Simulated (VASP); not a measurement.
# Ti (Fm-3m) in VASP: a series of runs, part 2 of 2

VASP 6.6.1. Earlier steps stand in the parts before.

### 4 Single point, LDA, collinear spin (15.05 Å³/atom)

The input, INCAR:

```
ALGO = Fast
EDIFF = 1E-6
ENCUT = 520
GGA = CA
ISIF = 2
ISMEAR = 0
ISPIN = 2
LASPH = True
LCHARG = False
LMAXMIX = 4
LORBIT = 11
LREAL = False
LWAVE = False
MAGMOM = 0.75
NBANDS = 16
NELM = 150
NUPDOWN = 0.75
PREC = Accurate
SIGMA = 0.15
```

The input, KPOINTS:

```
k-points
0
Gamma
  22 22 22
```

The input, POSCAR:

```
Ti
1.0
    0.0000000000      1.9596931354      1.9596931354
    1.9596931354      0.0000000000      1.9596931354
    1.9596931354      1.9596931354      0.0000000000
Ti
1
Direct
    0.0000000000      0.0000000000      0.0000000000
```

Potentials or basis: VASP PAW LDA potentials, release 64 (Ti_sv).

The run is started by

```bash
$ cat potpaw_LDA.64/Ti_sv/POTCAR > POTCAR
$ mpirun -np 1 vasp_std > vasp.out
```

OUTCAR:

```text
EDIFF = 1E-6
   ENCUT = 520
   GGA = CA
   ISIF = 2
   ISMEAR = 0
   ISPIN = 2
   LASPH = True
   LORBIT = 11
   LREAL = False
   NELM = 150
   NUPDOWN = 0.75
   PREC = Accurate

 ion  position               nearest neighbor table
   1  0.000  0.000  0.000-

  LATTYP: Found a face centered cubic cell.
 ALAT       =     3.9193862708

  Lattice vectors:

 A1 = (   0.0000000000,   1.9596931354,   1.9596931354)
 A2 = (   1.9596931354,   0.0000000000,   1.9596931354)
 A3 = (   1.9596931354,   1.9596931354,   0.0000000000)

Analysis of symmetry for initial positions (statically):
=====================================================================
 Subroutine PRICEL returns:
 Original cell was already a primitive cell.

 Routine SETGRP: Setting up the symmetry group for a
 face centered cubic supercell.

 Subroutine GETGRP returns: Found 48 space group operations
 (whereof 48 operations were pure point group operations)
 out of a pool of 48 trial point group operations.

The static configuration has the point symmetry O_h .

Analysis of symmetry for dynamics (positions and initial velocities):
=====================================================================
 Subroutine PRICEL returns:
 Original cell was already a primitive cell.

 Routine SETGRP: Setting up the symmetry group for a
 face centered cubic supercell.

 Subroutine GETGRP returns: Found 48 space group operations
 (whereof 48 operations were pure point group operations)
 out of a pool of 48 trial point group operations.

The dynamic configuration has the point symmetry O_h .

Analysis of structural, dynamic, and magnetic symmetry:
=====================================================================
 Subroutine PRICEL returns:
 Original cell was already a primitive cell.

 Routine SETGRP: Setting up the symmetry group for a
 face centered cubic supercell.

 Subroutine GETGRP returns: Found 48 space group operations
 (whereof 48 operations were pure point group operations)
 out of a pool of 48 trial point group operations.

The overall configuration has the point symmetry O_h .

 Subroutine INISYM returns: Found 48 space group operations
 (whereof 48 operations are pure point group operations),
 and found     1 'primitive' translations

----------------------------------------------------------------------------------------

                                     Primitive cell

  volume of cell :      15.0520

  direct lattice vectors                    reciprocal lattice vectors
     0.000000000  1.959693135  1.959693135    -0.255141987  0.255141987  0.255141987
     1.959693135  0.000000000  1.959693135     0.255141987 -0.255141987  0.255141987
     1.959693135  1.959693135  0.000000000     0.255141987  0.255141987 -0.255141987

  length of vectors
     2.771424610  2.771424610  2.771424610     0.441918884  0.441918884  0.441918884

  position of ions in fractional coordinates (direct lattice)
     0.000000000  0.000000000  0.000000000

  ion indices of the primitive-cell ions
   primitive index   ion index
                 1           1

----------------------------------------------------------------------------------------

 KPOINTS: k-points

Automatic generation of k-mesh.
 Grid dimensions read from file:
[... 54 lines left out ...]
   NGXF,Y,Z  is equivalent  to a cutoff of  28.79, 28.79, 28.79 a.u.
 SYSTEM =  unknown system
   PREC   = accura    normal or accurate (medium, high low for compatibility)
   ISTART =      0    job   : 0-new  1-cont  2-samecut
   ICHARG =      2    charge: 1-file 2-atom 10-const
   ISPIN  =      2    spin polarized calculation?
   LNONCOLLINEAR =      F non collinear calculations
   LSORBIT =      F    spin-orbit coupling
   LASPH  =      T    aspherical Exc in radial PAW
   ENCUT  =  520.0 eV  38.22 Ry    6.18 a.u.   5.15  5.15  5.15*2*pi/ulx,y,z
   NELM   =    150;   NELMIN=  2; NELMDL= -5     # of ELM steps
   EDIFF  = 0.1E-05   stopping-criterion for ELM
   LREAL  =      F    real-space projection
   EDIFFG = 0.1E-04   stopping-criterion for IOM
   NSW    =      0    number of steps for IOM
   IBRION =     -1    ionic relax: 0-MD 1-quasi-New 2-CG
   NFREE  =      0    steps in history (QN), initial steepest desc. (CG)
   ISIF   =      2    stress and relaxation
   ISYM   =      2    0-nonsym 1-usesym 2-fastsym
   POTIM  = 0.5000    time-step for ionic-motion
   TEBEG  =    0.0;   TEEND  =   0.0 temperature during run
   PSTRESS=    0.0 pullay stress
   NELECT =      12.0000    total number of electrons
   NUPDOWN=       0.7500    fix difference up-down
   EMIN   =  10.00;   EMAX   =-10.00  energy-range for DOS
   EFERMI =   0.00;   METHOD = LEGACY
   ISMEAR =     0;   SIGMA  =   0.15  broadening in eV -4-tet -1-fermi 0-gaus
   EFERMI_NEDOS =   21; number of points for ismear=-14 and -15
   IALGO  =     68    algorithm
   IMIX   =      4    mixing-type and parameters
     AMIX     =   0.40;   BMIX     =  1.00
     AMIX_MAG =   1.60;   BMIX_MAG =  1.00
  volume/ion in A,a.u.               =      15.05       101.58
  Fermi-wavevector in a.u.,A,eV,Ry     =   1.517996  2.868596 31.352049  2.304311
  Thomas-Fermi vector in A             =   2.627176
   LORBIT       =     11    0 simple, 1 ext, 2 COOP (PROOUT), +10 PAW based schemes
   GGA     = CA    functional components
   LHFCALC =     F    Hartree Fock is set to
   AEXX    =    0.0000 exact exchange contribution
   IVDW    =     0    specifies the selected vdW correction
   LEPSILON=     F    determine dielectric tensor
   LRPA    =     F    only Hartree local field effects (RPA)
 spin polarized calculation
 RMM-DIIS sequential band-by-band and
 Gauss-broadening in eV      SIGMA  =   0.15
  energy-cutoff  :      520.00
  volume of cell :       15.05
 maximum number of plane-waves:       419
 NGX is ok and might be reduce to    24
   NGX = 11   NGY = 11   NGZ = 11

 number of electron      12.0000001 magnetization       0.7500000

 Free energy of the ion-electron system (eV)
  ---------------------------------------------------
  ext. energy  EPLUGINS =         0.00000000
  ---------------------------------------------------
  free energy    TOTEN  =        -8.38203684 eV

  energy without entropy =       -8.36669352  energy(sigma->0) =       -8.37436518

 E-fermi :   9.2953     XC(G=0): -12.4746

 val. band max:        9.8511866172   @ k =   0.4545   0.2273   0.0000
 cond. band min:       9.3008220096   @ k =  -0.2727   0.2727   0.0000
 fundamental gap:     -0.5503646075
 Fermi energy:         9.8618839943

 spin component 1

 k-point     1 :       0.0000    0.0000    0.0000
  band No.  band energies     occupation
      1     -46.4033      1.00000
      2     -22.4133      1.00000
      3     -22.4133      1.00000
      4     -22.4133      1.00000
      5       3.0426      1.00000
      6      10.2903      0.00003
[... 435 lines left out ...]
      5       6.4768      1.00000
      6      10.0076      0.08480
[... 8 lines left out ...]
     15      34.2351      0.00000
     16      34.3675      0.00000

 [... further k-points ...]

 spin component 2

 k-point     1 :       0.0000    0.0000    0.0000
  band No.  band energies     occupation
      1     -45.9652      1.00000
      2     -21.9767      1.00000
      3     -21.9767      1.00000
      4     -21.9767      1.00000
      5       3.5332      1.00000
      6      10.7850      0.00000
[... 435 lines left out ...]
      5       6.9926      1.00000
      6      10.4440      0.00000
[... 8 lines left out ...]
     15      34.6892      0.00000
     16      34.8244      0.00000

 [... further k-points ...]

------------------------ aborting loop because EDIFF is reached ----------------------------------------

  FORCE on cell =-STRESS in cart. coord.  units (eV):
  Direction    XX          YY          ZZ          XY          YZ          ZX
  --------------------------------------------------------------------------------------
  -------------------------------------------------------------------------------------
  Total        1.0153934      1.0153934      1.0153934     -0.0000000     -0.0000000     -0.0000000
  in kB      108.0813379    108.0813379    108.0813379     -0.0000000     -0.0000000     -0.0000000
  external PRESSURE =     108.0813379 kB  Pullay stress =       0.0000000 kB

 VOLUME and BASIS-vectors are now :
 -----------------------------------------------------------------------------
  energy-cutoff  :      520.00
  volume of cell :       15.05
      direct lattice vectors                 reciprocal lattice vectors
     0.000000000  1.959693135  1.959693135    -0.255141987  0.255141987  0.255141987
     1.959693135  0.000000000  1.959693135     0.255141987 -0.255141987  0.255141987
     1.959693135  1.959693135  0.000000000     0.255141987  0.255141987 -0.255141987

 POSITION                                       TOTAL-FORCE (eV/Angst)
 -----------------------------------------------------------------------------------
      0.00000      0.00000      0.00000         0.000000      0.000000      0.000000
 -----------------------------------------------------------------------------------
    total drift:                                0.000000      0.000000      0.000000

  FREE ENERGIE OF THE ION-ELECTRON SYSTEM (eV)
  ---------------------------------------------------
  free  energy   TOTEN  =        -8.3820368416 eV

  energy  without entropy=       -8.3666935157  energy(sigma->0) =       -8.37436518

 total charge

# of ion       s       p       d       tot
------------------------------------------
    1        2.282   6.142   2.053  10.476

 magnetization (x)

# of ion       s       p       d       tot
------------------------------------------
    1        0.007   0.059   0.479   0.545
```

stdout:

```text
POSCAR found type information on POSCAR Ti
 POSCAR found :  1 types and       1 ions
 scaLAPACK will be used
 LDA part: xc-table for (Slater(with rela. corr.)+CA(PZ))
 , standard interpolation
 POSCAR, INCAR and KPOINTS ok, starting setup
 FFT: planning ... GRIDC
 FFT: planning ... GRID_SOFT
 FFT: planning ... GRID
 WAVECAR not read
 entering main loop
WARNING in EDDRMM: call to ZHEGV failed, returncode =   8  4     11
WARNING in EDDRMM: call to ZHEGV failed, returncode =   8  4     13
WARNING in EDDRMM: call to ZHEGV failed, returncode =   6  3      9
WARNING in EDDRMM: call to ZHEGV failed, returncode =   8  4      9
WARNING in EDDRMM: call to ZHEGV failed, returncode =   6  3      9
WARNING in EDDRMM: call to ZHEGV failed, returncode =   6  3     12
WARNING in EDDRMM: call to ZHEGV failed, returncode =   6  3      9
WARNING in EDDRMM: call to ZHEGV failed, returncode =   6  3     10
```

Run time: 2.6 min. Hardware: 1 thread of Intel Xeon 8259CL, shared host; peak memory 0.23 GiB.

What came out:

| Property | Result |
| --- | --- |
| Free energy | -8.3820 eV |
| Pressure | 10.8 GPa |
| Net moment | 0.75 μB per cell |
| Site moments | Ti +0.55 μB |
| Valence electrons inside the program's atomic spheres | Ti 10.48 |

Caveat: the cell stands under pressure; the total moment is fixed, so each spin has its own Fermi level and the state may be an excited one.

### 5 The runs side by side

```csv
fixed moment (μB),pressure (GPa),moment (μB)
0.25,8.5,0.25
1.0,12.8,1.00
0.75,10.8,0.75
```

Alike in all rows: task single point; level LDA; potentials or basis VASP PAW LDA potentials, release 64 (Ti_sv); spin collinear; cell as given; k mesh 22 × 22 × 22; cutoff (eV) 520; smearing gaussian 0.15 eV.

Caveats: the cell stands under pressure; the total moment is fixed, so each spin has its own Fermi level and the state may be an excited one.

Absolute energies hang on the potentials; compare differences alone.
